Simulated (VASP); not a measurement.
Here is a VASP 6.6.1 calculation.

INCAR

```
PREC = Accurate
ENCUT = 500
EDIFF = 1E-6
ISMEAR = 0
SIGMA = 0.1
LREAL = F
LASPH = T
NELM = 120
ALGO = Normal
ISIF = 2
LWAVE = F
LCHARG = F
NBANDS = 16
GGA_COMPAT = F
```

The input KPOINTS:

```
Automatic mesh
0
Gamma
  6 6 6
```

The input POSCAR:

```
InP
1.0
    0.0000000000      2.7075057477      2.7075057477
    2.7075057477      0.0000000000      2.7075057477
    2.7075057477      2.7075057477      0.0000000000
In P
1 1
Direct
    0.0000000000      0.0000000000      0.0000000000
    0.5000000000      0.5000000000      0.5000000000
```

Potentials or basis: VASP PAW LDA potentials, release 64 (In_d, P).

Launch:

```bash
$ cat potpaw_LDA.64/In_d/POTCAR potpaw_LDA.64/P/POTCAR > POTCAR
$ mpirun -np 1 vasp_std > vasp.out
```

Question: What does it give for the band gap on the k mesh?

Answer: Zero (bands 9 and 10 overlap by 2.90 eV).

Question: What does it give for the pressure?

Answer: 0.3 GPa.

Caveat: spin-orbit coupling is left out, which moves the levels of the heavy elements.
